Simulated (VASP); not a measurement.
# C (I4/mmm) in VASP: further runs, part 2 of 2

VASP 6.6.1. Earlier steps stand in the parts before.

## Step 4: Single point, r2SCAN (strain -0.030 along x and y, +0.015 along z)

Input file POSCAR:

```
C
1.0
   -2.3562356169      2.3562356169      2.4655455167
    2.3562356169     -2.3562356169      2.4655455167
    2.3562356169      2.3562356169     -2.4655455167
C
8
Direct
    0.3254551632      0.0000000000      0.0000000000
    0.6745448368      0.6745448368      0.6745448368
    0.0000000000      0.3254551632      0.0000000000
    0.0000000000      0.0000000000      0.3254551632
    0.0000000000      0.6745448368      0.0000000000
    0.3254551632      0.3254551632      0.3254551632
    0.6745448368      0.0000000000      0.0000000000
    0.0000000000      0.0000000000      0.6745448368
```

Input file INCAR.step1:

```
SYSTEM = C
PREC = Accurate ; ENCUT = 520
ISMEAR = 0 ; SIGMA = 0.05
LREAL = .False. ; LASPH = .True.
NELM = 60 ; NBANDS = 26
GGA = PE ; ALGO = Normal
EDIFF = 1E-4 ; LWAVE = .True.
LCHARG = .False.
```

Input file INCAR.step2:

```
SYSTEM = C
PREC = Accurate ; ENCUT = 520
EDIFF = 1E-6 ; ISMEAR = 0
SIGMA = 0.05 ; LREAL = .False.
LASPH = .True. ; NELM = 60
ALGO = Normal ; ISIF = 2
LWAVE = .False. ; LCHARG = .False.
METAGGA = R2SCAN ; LMIXTAU = .True.
NBANDS = 26 ; ISTART = 1
```

Input file KPOINTS:

```
regular mesh
0
Gamma
  8 8 8
  0 0 0
```

On the command line:

```sh
> cat potpaw_PBE.64/C/POTCAR > POTCAR
> cp INCAR.step1 INCAR
> mpirun -np 1 vasp_std > vasp.out
> cp INCAR.step2 INCAR
> mpirun -np 1 vasp_std > vasp.out
```

It took 5.3 min on 1 thread of AMD EPYC 7R43 (Zen 3), shared host; peak memory 0.17 GiB.

Results (log left out):

| Quantity | Value |
| --- | --- |
| Free energy | -72.7170 eV |
| Pressure | 18.2 GPa |
| Largest force | 1.074 eV/Å |
| Band gap on the k mesh | 2.51 eV (least direct gap 2.93 eV) |

Forces in eV/Å, atoms in the order of the input:
```
C   -0.652  0.652 -0.552
C   -0.652 -0.652  0.552
C    0.652 -0.652 -0.552
C    0.652  0.652  0.552
C   -0.652  0.652  0.552
C    0.652  0.652 -0.552
C    0.652 -0.652  0.552
C   -0.652 -0.652 -0.552
```

Stress tensor (GPa, compression positive):
```
27.57  0.00  0.00
 0.00 27.57  0.00
 0.00  0.00 -0.64
```

Levels at points of the mesh, in eV from the valence-band top:
| k point | band 14 | band 15 | band 16 | band 17 | band 18 | band 19 |
| --- | --- | --- | --- | --- | --- | --- |
| (0.00, 0.00, 0.00) | -0.74 | -0.74 | -0.05 | 2.88 | 4.84 | 4.84 |
| (0.50, 0.00, 0.00) | -3.36 | -2.92 | -2.38 | 3.93 | 6.03 | 6.29 |
| (0.50, 0.50, 0.00) | -3.28 | -2.64 | -2.39 | 4.25 | 4.60 | 5.74 |
| (0.50, 0.50, 0.50) | -0.62 | 0.00 | 0.00 | 3.93 | 5.71 | 5.71 |

Caveat: the cell differs from its parent crystal (strain -0.030 along x and y, +0.015 along z); the stress differs along the axes, from -1 to 28 GPa; the PAW data sets were made with another functional, which shifts forces and pressure a little.

## Step 5: Single point, r2SCAN (strain -0.030 along x and y, +0.030 along z)

Changes to POSCAR since step 4:

```diff
@@ -2,5 +2,5 @@
 1.0
-   -2.3562356169      2.3562356169      2.4655455167
-    2.3562356169     -2.3562356169      2.4655455167
-    2.3562356169      2.3562356169     -2.4655455167
+   -2.3562356169      2.3562356169      2.5019821499
+    2.3562356169     -2.3562356169      2.5019821499
+    2.3562356169      2.3562356169     -2.5019821499
 C
```

Input file INCAR.step1:

```
PREC = Accurate
ENCUT = 520
ISMEAR = 0
SIGMA = 0.05
LREAL = F
LASPH = T
NELM = 100
NBANDS = 26
GGA = PE
ALGO = Normal
EDIFF = 1E-4
LWAVE = T
LCHARG = F
```

Input file INCAR.step2:

```
PREC = Accurate
ENCUT = 520
EDIFF = 1E-6
ISMEAR = 0
SIGMA = 0.05
LREAL = F
LASPH = T
NELM = 100
ALGO = Normal
ISIF = 2
LWAVE = F
LCHARG = F
METAGGA = R2SCAN
LMIXTAU = T
NBANDS = 26
ISTART = 1
```

Input file KPOINTS:

```
regular mesh
0
Gamma
  8 8 8
```

Potentials or basis: VASP PAW PBE potentials, release 64 (C).

On the command line:

```sh
> cat potpaw_PBE.64/C/POTCAR > POTCAR
> cp INCAR.step1 INCAR
> mpirun -np 1 vasp_std > vasp.out
> cp INCAR.step2 INCAR
> mpirun -np 1 vasp_std > vasp.out
```

OUTCAR:

```text
PREC = Accurate
   ENCUT = 520
   EDIFF = 1E-6
   ISMEAR = 0
   LREAL = F
   LASPH = T
   NELM = 100
   ISIF = 2
   METAGGA = R2SCAN
   ISTART = 1

 ion  position               nearest neighbor table
   1  0.325  0.000  0.000-   7 1.45   6 1.53   8 1.53   5 1.63
   2  0.675  0.675  0.675-   6 1.45   5 1.53   7 1.53   8 1.63
   3  0.000  0.325  0.000-   5 1.45   6 1.53   8 1.53   7 1.63
   4  0.000  0.000  0.325-   8 1.45   7 1.53   5 1.53   6 1.63
   5  0.000  0.675  0.000-   3 1.45   2 1.53   4 1.53   1 1.63
   6  0.325  0.325  0.325-   2 1.45   1 1.53   3 1.53   4 1.63
   7  0.675  0.000  0.000-   1 1.45   2 1.53   4 1.53   3 1.63
   8  0.000  0.000  0.675-   4 1.45   3 1.53   1 1.53   2 1.63

  LATTYP: Found a body centered tetragonal cell.
 ALAT       =     4.7124712338
 C/A-ratio  =     1.0618556701

  Lattice vectors:

 A1 = (  -2.3562356169,   2.3562356169,   2.5019821499)
 A2 = (   2.3562356169,  -2.3562356169,   2.5019821499)
 A3 = (   2.3562356169,   2.3562356169,  -2.5019821499)

Analysis of symmetry for initial positions (statically):
=====================================================================
[... 193 lines left out ...]
      1     -15.5256      2.00000
      2      -7.6620      2.00000
      3      -6.4411      2.00000
      4      -6.4411      2.00000
      5      -6.1406      2.00000
      6      -6.1406      2.00000
[... 685 lines left out ...]
     25      19.5881      0.00000
     26      19.6328      0.00000

 [... further k-points ...]

------------------------ aborting loop because EDIFF is reached ----------------------------------------

  FORCE on cell =-STRESS in cart. coord.  units (eV):
  Direction    XX          YY          ZZ          XY          YZ          ZX
  --------------------------------------------------------------------------------------
  -------------------------------------------------------------------------------------
  Total        8.6307794      8.6307794     -3.6589392      0.0000000     -0.0000000      0.0000000
  in kB      248.8736780    248.8736780   -105.5076977      0.0000000     -0.0000000      0.0000000
  external PRESSURE =     130.7465528 kB  Pullay stress =       0.0000000 kB

 VOLUME and BASIS-vectors are now :
 -----------------------------------------------------------------------------
  energy-cutoff  :      520.00
  volume of cell :       55.56
      direct lattice vectors                 reciprocal lattice vectors
    -2.356235617  2.356235617  2.501982150     0.000000000  0.212202887  0.199841554
     2.356235617 -2.356235617  2.501982150     0.212202887  0.000000000  0.199841554
     2.356235617  2.356235617 -2.501982150     0.212202887  0.212202887  0.000000000

 POSITION                                       TOTAL-FORCE (eV/Angst)
 -----------------------------------------------------------------------------------
     -0.76685      0.76685      0.81428        -0.748546      0.748546     -0.732332
      1.58939      1.58939      1.68770        -0.748546     -0.748546      0.732332
      0.76685     -0.76685      0.81428         0.748546     -0.748546     -0.732332
      0.76685      0.76685     -0.81428         0.748546      0.748546      0.732332
      1.58939     -1.58939      1.68770        -0.748546      0.748546      0.732332
      0.76685      0.76685      0.81428         0.748546      0.748546     -0.732332
     -1.58939      1.58939      1.68770         0.748546     -0.748546      0.732332
      1.58939      1.58939     -1.68770        -0.748546     -0.748546     -0.732332
 -----------------------------------------------------------------------------------
    total drift:                               -0.000000     -0.000000      0.000000

  FREE ENERGIE OF THE ION-ELECTRON SYSTEM (eV)
  ---------------------------------------------------
  free  energy   TOTEN  =       -72.6894197392 eV

  energy  without entropy=      -72.6894197392  energy(sigma->0) =      -72.68941974
```

OSZICAR.step1:

```text
N       E                     dE             d eps       ncg     rms          rms(c)
DAV:   1     0.906072070946E+02    0.90607E+02   -0.16303E+04  3068   0.117E+03
DAV:   2    -0.643924905342E+02   -0.15500E+03   -0.14262E+03  4090   0.240E+02
DAV:   3    -0.710134259619E+02   -0.66209E+01   -0.65499E+01  4164   0.447E+01
DAV:   4    -0.710907932215E+02   -0.77367E-01   -0.77263E-01  4056   0.545E+00
DAV:   5    -0.710925494242E+02   -0.17562E-02   -0.17555E-02  4130   0.776E-01    0.116E+01
DAV:   6    -0.682027281414E+02    0.28898E+01   -0.24059E+00  3740   0.811E+00    0.669E+00
DAV:   7    -0.673478035588E+02    0.85492E+00   -0.21333E+00  3874   0.778E+00    0.199E+00
DAV:   8    -0.673605064662E+02   -0.12703E-01   -0.12754E-01  3706   0.209E+00    0.501E-01
DAV:   9    -0.673636176308E+02   -0.31112E-02   -0.10477E-02  3940   0.591E-01    0.149E-01
DAV:  10    -0.673640367297E+02   -0.41910E-03   -0.14379E-03  3970   0.220E-01    0.428E-02
DAV:  11    -0.673640762894E+02   -0.39560E-04   -0.53832E-05  2876   0.485E-02
   1 F= -.67364076E+02 E0= -.67364076E+02  d E =-.256230E-16
```

Run time: 5.2 min. Hardware: 1 thread of AMD EPYC 7R43 (Zen 3), shared host; peak memory 0.16 GiB.

Results:

```yaml
Free_energy: -72.6894 eV
Pressure: 13.1 GPa
Largest_force: 1.287 eV/Å
Band_gap_on_the_k_mesh: 2.16 eV (least direct gap 2.37 eV)
```

Forces in eV/Å, atoms in the order of the input:
```
C   -0.749  0.749 -0.732
C   -0.749 -0.749  0.732
C    0.749 -0.749 -0.732
C    0.749  0.749  0.732
C   -0.749  0.749  0.732
C    0.749  0.749 -0.732
C    0.749 -0.749  0.732
C   -0.749 -0.749 -0.732
```

Stress tensor (GPa, compression positive):
```
 24.89   0.00   0.00
  0.00  24.89   0.00
  0.00   0.00 -10.55
```

Levels at points of the mesh, in eV from the valence-band top:
```tsv
k point	band 14	band 15	band 16	band 17	band 18	band 19
(0.00, 0.00, 0.00)	-0.90	-0.90	0.00	2.37	4.92	4.92
(0.50, 0.00, 0.00)	-3.33	-3.01	-2.39	3.76	5.89	6.32
(0.50, 0.50, 0.00)	-3.23	-2.74	-2.33	4.13	4.20	5.29
(0.50, 0.50, 0.50)	-0.83	-0.03	-0.03	3.82	5.39	5.39
```

Caveat: the cell differs from its parent crystal (strain -0.030 along x and y, +0.030 along z); the stress differs along the axes, from -11 to 25 GPa; the PAW data sets were made with another functional, which shifts forces and pressure a little. A k mesh can miss the band edges.

## Step 6: The runs side by side

```csv
cell,gap on the mesh (eV),pressure (GPa),largest force (eV/Å)
"a = 4.251 Å, angles 107.9, 107.9, 112.7°, 8 atoms",2.36,-7.0,1.20
"a = 4.271 Å, angles 108.3, 108.3, 111.9°, 8 atoms",2.56,-11.9,0.82
"a = 4.145 Å, angles 110.7, 110.7, 107.0°, 8 atoms",2.51,18.2,1.07
"a = 4.167 Å, angles 111.1, 111.1, 106.2°, 8 atoms",2.16,13.1,1.29
```

Alike in all rows: task single point; level r2SCAN; potentials or basis VASP PAW PBE potentials, release 64 (C); no spin polarisation; k mesh 8 × 8 × 8; cutoff (eV) 520; smearing gaussian 0.05 eV.

Caveats: the PAW data sets were made with another functional, which shifts forces and pressure a little; the stress differs along the axes, from -18 to 16 GPa (at least some runs); the stress differs along the axes, from -20 to 4 GPa (at least some runs); the stress differs along the axes, from -1 to 28 GPa (at least some runs); the stress differs along the axes, from -11 to 25 GPa (at least some runs).

Total energies depend on the potentials used, so only differences within one code and one set of settings carry meaning.
